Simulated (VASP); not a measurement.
# AlGaN2 (P-4m2) in VASP: a series of runs

Runs on AlGaN2. Level: LDA. Tasks: single point.

All numbers are computed with VASP 6.6.1; they aren't measurements. Logs are shortened: lines on timing, memory, paths and dates and some standing lists are left out, and cuts for length are marked.

### 1 The cell of the first run

Symmetry: P-4m2, No. 115, tetragonal system. The conventional cell has a = 3.271 Å, b = 3.271 Å, c = 4.165 Å, α = 90.00°, β = 90.00°, γ = 90.00°. Al (site symmetry -4m2) has 4 N at 1.92 Å within 2.5 Å. Within 2.6 Å of Ga (site symmetry -4m2) lie 4 N at 1.96 Å. Within 2.5 Å of N (site symmetry 2mm) lie 2 Al at 1.92 Å and 2 Ga at 1.96 Å.

### 2 Single point, LDA (strain +0.050 along x and y, -0.050 along z)

INCAR reads:

```
ALGO     = Normal         # electronic algorithm
EDIFF    = 1E-6           # SCF threshold, eV
ENCUT    = 520            # plane-wave cutoff, eV
GGA      = CA             # functional
ISIF     = 2              # what is computed and relaxed
ISMEAR   = 0              # smearing method
LASPH    = True           # aspherical terms in the spheres
LCHARG   = False          # write CHGCAR
LREAL    = False          # projectors in reciprocal space
LWAVE    = False          # write WAVECAR
NBANDS   = 21             # bands
NELM     = 80             # most SCF steps
PREC     = Accurate       # precision mode
SIGMA    = 0.05           # smearing width, eV
```

KPOINTS reads:

```
k-points
0
Gamma
  8 8 6
```

POSCAR reads:

```
AlGaN2
1.0
    3.2710507927      0.0000000000      0.0000000000
    0.0000000000      3.2710507927      0.0000000000
    0.0000000000      0.0000000000      4.1651136599
Al Ga N
1 1 2
Direct
    0.5000000000      0.5000000000      0.5000000000
    0.0000000000      0.0000000000      0.0000000000
    0.5000000000      0.0000000000      0.7400513246
    0.0000000000      0.5000000000      0.2599486754
```

Potentials or basis: VASP PAW LDA potentials, release 64 (Al, Ga_d, N).

Started as:

```sh
$ cat potpaw_LDA.64/Al/POTCAR potpaw_LDA.64/Ga_d/POTCAR potpaw_LDA.64/N/POTCAR > POTCAR
$ mpirun -np 1 vasp_std > vasp.out
```

OUTCAR:

```text
EDIFF = 1E-6
   ENCUT = 520
   GGA = CA
   ISIF = 2
   ISMEAR = 0
   LASPH = True
   LREAL = False
   NELM = 80
   PREC = Accurate

 ion  position               nearest neighbor table
   1  0.500  0.500  0.500-   3 1.92   4 1.92   3 1.92   4 1.92   2 3.11   2 3.11   2 3.11   2 3.11
                             2 3.11   2 3.11   2 3.11   2 3.11
   2  0.000  0.000  0.000-   3 1.96   4 1.96   4 1.96   3 1.96   1 3.11   1 3.11   1 3.11   1 3.11
                             1 3.11   1 3.11   1 3.11   1 3.11
   3  0.500  0.000  0.740-   1 1.92   1 1.92   2 1.96   2 1.96
   4  0.000  0.500  0.260-   1 1.92   1 1.92   2 1.96   2 1.96

  LATTYP: Found a simple tetragonal cell.
 ALAT       =     3.2710507927
 C/A-ratio  =     1.2733258894

  Lattice vectors:

 A1 = (   3.2710507927,   0.0000000000,   0.0000000000)
 A2 = (   0.0000000000,   3.2710507927,   0.0000000000)
 A3 = (   0.0000000000,   0.0000000000,   4.1651136599)

Analysis of symmetry for initial positions (statically):
=====================================================================
 Subroutine PRICEL returns:
 Original cell was already a primitive cell.

 Routine SETGRP: Setting up the symmetry group for a
 simple tetragonal supercell.

 Subroutine GETGRP returns: Found  8 space group operations
 (whereof  8 operations were pure point group operations)
 out of a pool of 16 trial point group operations.

The static configuration has the point symmetry D_2d.

Analysis of symmetry for dynamics (positions and initial velocities):
=====================================================================
 Subroutine PRICEL returns:
 Original cell was already a primitive cell.

 Routine SETGRP: Setting up the symmetry group for a
 simple tetragonal supercell.

 Subroutine GETGRP returns: Found  8 space group operations
 (whereof  8 operations were pure point group operations)
 out of a pool of 16 trial point group operations.

The dynamic configuration has the point symmetry D_2d.

 Subroutine INISYM returns: Found  8 space group operations
 (whereof  8 operations are pure point group operations),
 and found     1 'primitive' translations

----------------------------------------------------------------------------------------

                                     Primitive cell

  volume of cell :      44.5658

  direct lattice vectors                    reciprocal lattice vectors
     3.271050793  0.000000000  0.000000000     0.305712159  0.000000000  0.000000000
     0.000000000  3.271050793  0.000000000     0.000000000  0.305712159  0.000000000
     0.000000000  0.000000000  4.165113660     0.000000000  0.000000000  0.240089487

  length of vectors
     3.271050793  3.271050793  4.165113660     0.305712159  0.305712159  0.240089487

  position of ions in fractional coordinates (direct lattice)
     0.500000000  0.500000000  0.500000000
     0.000000000  0.000000000  0.000000000
     0.500000000  0.000000000  0.740051325
     0.000000000  0.500000000  0.259948675

  ion indices of the primitive-cell ions
   primitive index   ion index
                 1           1
                 2           2
                 3           3
                 4           4

----------------------------------------------------------------------------------------

 KPOINTS: k-points

Automatic generation of k-mesh.
 Grid dimensions read from file:
 generate k-points for:    8    8    6

 Generating k-lattice:

  Cartesian coordinates                     Fractional coordinates (reciprocal lattice)
     0.038214020  0.000000000  0.000000000     0.125000000  0.000000000  0.000000000
     0.000000000  0.038214020  0.000000000     0.000000000  0.125000000  0.000000000
     0.000000000  0.000000000  0.040014914     0.000000000  0.000000000  0.166666667

  Length of vectors
     0.038214020  0.038214020  0.040014914

  Shift w.r.t. Gamma in fractional coordinates (k-lattice)
     0.000000000  0.000000000  0.000000000

 Subroutine IBZKPT returns following result:
 ===========================================

 Found     60 irreducible k-points:

 Following reciprocal coordinates:
            Coordinates               Weight
  0.000000  0.000000  0.000000      1.000000
  0.125000  0.000000  0.000000      4.000000
  0.250000  0.000000  0.000000      4.000000
  0.375000  0.000000  0.000000      4.000000
  0.500000  0.000000  0.000000      2.000000
  0.125000  0.125000  0.000000      4.000000
[... 16 lines left out ...]
  0.375000  0.125000  0.166667     16.000000
  0.500000  0.125000  0.166667      8.000000
 [... further k-points ...]
   k-points           NKPTS =     60   k-points in BZ     NKDIM =     60   number of bands    NBANDS=     21
   number of dos      NEDOS =    301   number of ions     NIONS =      4
   total plane-waves  NPLWV =  18432
   dimension x,y,z NGX =    24 NGY =   24 NGZ =   32
   dimension x,y,z NGXF=    48 NGYF=   48 NGZF=   64
   ions per type =               1   1   2
   NGX,Y,Z   is equivalent  to a cutoff of  12.20, 12.20, 12.77 a.u.
   NGXF,Y,Z  is equivalent  to a cutoff of  24.40, 24.40, 25.54 a.u.
 SYSTEM =  unknown system
   PREC   = accura    normal or accurate (medium, high low for compatibility)
   ISTART =      0    job   : 0-new  1-cont  2-samecut
   ICHARG =      2    charge: 1-file 2-atom 10-const
   ISPIN  =      1    spin polarized calculation?
   LNONCOLLINEAR =      F non collinear calculations
   LSORBIT =      F    spin-orbit coupling
   LASPH  =      T    aspherical Exc in radial PAW
   ENCUT  =  520.0 eV  38.22 Ry    6.18 a.u.   6.08  6.08  7.74*2*pi/ulx,y,z
   NELM   =     80;   NELMIN=  2; NELMDL= -5     # of ELM steps
   EDIFF  = 0.1E-05   stopping-criterion for ELM
   LREAL  =      F    real-space projection
   EDIFFG = 0.1E-04   stopping-criterion for IOM
   NSW    =      0    number of steps for IOM
   IBRION =     -1    ionic relax: 0-MD 1-quasi-New 2-CG
   NFREE  =      0    steps in history (QN), initial steepest desc. (CG)
   ISIF   =      2    stress and relaxation
   ISYM   =      2    0-nonsym 1-usesym 2-fastsym
   POTIM  = 0.5000    time-step for ionic-motion
   TEBEG  =    0.0;   TEEND  =   0.0 temperature during run
   PSTRESS=    0.0 pullay stress
   NELECT =      26.0000    total number of electrons
   NUPDOWN=      -1.0000    fix difference up-down
   EMIN   =  10.00;   EMAX   =-10.00  energy-range for DOS
   EFERMI =   0.00;   METHOD = LEGACY
   ISMEAR =     0;   SIGMA  =   0.05  broadening in eV -4-tet -1-fermi 0-gaus
   EFERMI_NEDOS =   21; number of points for ismear=-14 and -15
   IALGO  =     38    algorithm
   IMIX   =      4    mixing-type and parameters
     AMIX     =   0.40;   BMIX     =  1.00
     AMIX_MAG =   1.60;   BMIX_MAG =  1.00
  volume/ion in A,a.u.               =      11.14        75.19
  Fermi-wavevector in a.u.,A,eV,Ry     =   1.367935  2.585022 25.459851  1.871246
  Thomas-Fermi vector in A             =   2.493944
   LORBIT       =      0    0 simple, 1 ext, 2 COOP (PROOUT), +10 PAW based schemes
   GGA     = CA    functional components
   LHFCALC =     F    Hartree Fock is set to
   AEXX    =    0.0000 exact exchange contribution
   IVDW    =     0    specifies the selected vdW correction
   LEPSILON=     F    determine dielectric tensor
   LRPA    =     F    only Hartree local field effects (RPA)
 non-spin polarized calculation
 Gauss-broadening in eV      SIGMA  =   0.05
  energy-cutoff  :      520.00
  volume of cell :       44.57
 maximum number of plane-waves:      1224
   NGX = 13   NGY = 13   NGZ = 15

 number of electron      26.0000008 magnetization

 Free energy of the ion-electron system (eV)
  ---------------------------------------------------
  ext. energy  EPLUGINS =         0.00000000
  ---------------------------------------------------
  free energy    TOTEN  =       -30.16061203 eV

  energy without entropy =      -30.16061203  energy(sigma->0) =      -30.16061203

 E-fermi :   5.5318     XC(G=0): -11.6297

 val. band max:        5.2478242482   @ k =   0.0000   0.0000   0.0000
 cond. band min:       7.8828745480   @ k =   0.0000   0.0000   0.0000
 fundamental gap:      2.6350502998
 Fermi energy:         5.5317859652

 k-point     1 :       0.0000    0.0000    0.0000
  band No.  band energies     occupation
      1     -10.0102      2.00000
      2      -8.7828      2.00000
      3      -7.9373      2.00000
      4      -7.9373      2.00000
      5      -7.8916      2.00000
      6      -7.7181      2.00000
[... 13 lines left out ...]
     20      18.5348      0.00000
     21      19.1430      0.00000

 k-point     2 :       0.1250    0.0000    0.0000
  band No.  band energies     occupation
      1      -9.8873      2.00000
      2      -8.7803      2.00000
      3      -7.9354      2.00000
      4      -7.9277      2.00000
      5      -7.8790      2.00000
      6      -7.7274      2.00000
[... 13 lines left out ...]
     20      18.3195      0.00000
     21      18.7111      0.00000

 k-point     3 :       0.2500    0.0000    0.0000
  band No.  band energies     occupation
      1      -9.5628      2.00000
      2      -8.7852      2.00000
      3      -7.9306      2.00000
      4      -7.8864      2.00000
      5      -7.8125      2.00000
      6      -7.7497      2.00000
[... 13 lines left out ...]
     20      17.7067      0.00000
     21      17.7932      0.00000
[... 457 lines left out ...]
 k-point    23 :       0.3750    0.1250    0.1667
  band No.  band energies     occupation
      1      -9.0952      2.00000
      2      -8.7983      2.00000
      3      -7.9287      2.00000
      4      -7.8269      2.00000
      5      -7.7891      2.00000
      6      -7.4353      2.00000
[... 13 lines left out ...]
     20      17.2134      0.00000
     21      17.4711      0.00000

 k-point    24 :       0.5000    0.1250    0.1667
  band No.  band energies     occupation
      1      -8.9523      2.00000
      2      -8.8395      2.00000
      3      -7.9244      2.00000
      4      -7.8181      2.00000
      5      -7.7982      2.00000
      6      -7.0354      2.00000
[... 13 lines left out ...]
     20      17.0441      0.00000
     21      17.2312      0.00000

 [... further k-points ...]
[... 5 lines left out ...]
  --------------------------------------------------------------------------------------
  -------------------------------------------------------------------------------------
  Total       -3.4574511     -3.4574511     -0.4602711      0.0000000      0.0000000      0.0000000
  in kB     -124.2983031   -124.2983031    -16.5471382      0.0000000      0.0000000      0.0000000
  external PRESSURE =     -88.3812482 kB  Pullay stress =       0.0000000 kB

 VOLUME and BASIS-vectors are now :
 -----------------------------------------------------------------------------
  energy-cutoff  :      520.00
  volume of cell :       44.57
      direct lattice vectors                 reciprocal lattice vectors
     3.271050793  0.000000000  0.000000000     0.305712159  0.000000000  0.000000000
     0.000000000  3.271050793  0.000000000     0.000000000  0.305712159  0.000000000
     0.000000000  0.000000000  4.165113660     0.000000000  0.000000000  0.240089487

 POSITION                                       TOTAL-FORCE (eV/Angst)
 -----------------------------------------------------------------------------------
      1.63553      1.63553      2.08256         0.000000      0.000000      0.000000
      0.00000      0.00000      0.00000        -0.000000     -0.000000      0.000000
      1.63553      0.00000      3.08240         0.000000     -0.000000     -0.172958
      0.00000      1.63553      1.08272         0.000000     -0.000000      0.172958
 -----------------------------------------------------------------------------------
    total drift:                                0.000000      0.000000      0.000000

  FREE ENERGIE OF THE ION-ELECTRON SYSTEM (eV)
  ---------------------------------------------------
  free  energy   TOTEN  =       -30.1606120255 eV

  energy  without entropy=      -30.1606120255  energy(sigma->0) =      -30.16061203
```

Run time: 12 s. Hardware: 1 thread of Intel Xeon 6975P-C (Granite Rapids), shared host; peak memory 0.17 GiB.

What came out:

```
Free energy            : -30.1606 eV
Pressure               : -8.8 GPa
Largest force          : 0.173 eV/Å
Band gap on the k mesh : 2.64 eV, direct
```

Forces in eV/Å, atoms in the order of the input:
```
Al   0.000  0.000  0.000
Ga   0.000  0.000  0.000
N    0.000  0.000 -0.173
N    0.000  0.000  0.173
```

Caveat: the cell differs from its parent crystal (strain +0.050 along x and y, -0.050 along z).

### 3 Single point, LDA (strain +0.025 along x and y, +0.000 along z)

INCAR reads:

```
SYSTEM = AlGaN2
ALGO = Normal ; EDIFF = 1E-6
ENCUT = 520 ; ISIF = 2
ISMEAR = 0 ; LASPH = .TRUE.
LCHARG = .FALSE. ; LREAL = .FALSE.
LWAVE = .FALSE. ; NBANDS = 21
NELM = 100 ; PREC = Accurate
SIGMA = 0.05
```

KPOINTS reads:

```
k-points
0
G
  8 8 6
  0 0 0
```

POSCAR reads:

```
AlGaN2
1.0
    3.1931686309      0.0000000000      0.0000000000
    0.0000000000      3.1931686309      0.0000000000
    0.0000000000      0.0000000000      4.3843301683
Al Ga N
1 1 2
Direct
    0.5000000000      0.5000000000      0.5000000000
    0.0000000000      0.0000000000      0.0000000000
    0.5000000000      0.0000000000      0.7400513246
    0.0000000000      0.5000000000      0.2599486754
```

Potentials or basis: VASP PAW LDA potentials, release 64 (Al, Ga_d, N).

Started as:

```sh
$ cat potpaw_LDA.64/Al/POTCAR potpaw_LDA.64/Ga_d/POTCAR potpaw_LDA.64/N/POTCAR > POTCAR
$ mpirun -np 1 vasp_std > vasp.out
```

Wall time 14 s (1 thread of Intel Xeon 6975P-C (Granite Rapids), shared host); peak memory 0.17 GiB.

It converged, with:

| Item | Value |
| --- | --- |
| Free energy | -30.2546 eV |
| Pressure | -8.6 GPa |
| Largest force | 0.057 eV/Å |
| Band gap on the k mesh | 2.73 eV, direct |

Forces in eV/Å, atoms in the order of the input:
```
Al   0.000  0.000  0.000
Ga   0.000  0.000  0.000
N    0.000  0.000 -0.057
N    0.000  0.000  0.057
```

Stress tensor (GPa, compression positive):
```
-9.67  0.00  0.00
 0.00 -9.67  0.00
 0.00  0.00 -6.41
```

Levels at points of the mesh, in eV from the valence-band top:
```tsv
k point	band 11	band 12	band 13	band 14	band 15	band 16
(0.00, 0.00, 0.00)	-0.10	0.00	0.00	2.73	3.40	7.07
(0.50, 0.00, 0.00)	-2.69	-1.02	-0.77	6.81	7.00	7.68
(0.50, 0.50, 0.00)	-2.13	-2.13	-2.12	3.31	3.31	6.26
(0.00, 0.00, 0.50)	-1.57	-1.04	-1.04	5.15	5.31	7.58
(0.50, 0.00, 0.50)	-0.74	-0.63	-0.46	4.96	6.31	8.95
(0.50, 0.50, 0.50)	-3.18	-3.15	-3.15	6.23	6.23	8.56
```

Caveat: the cell differs from its parent crystal (strain +0.025 along x and y, +0.000 along z).
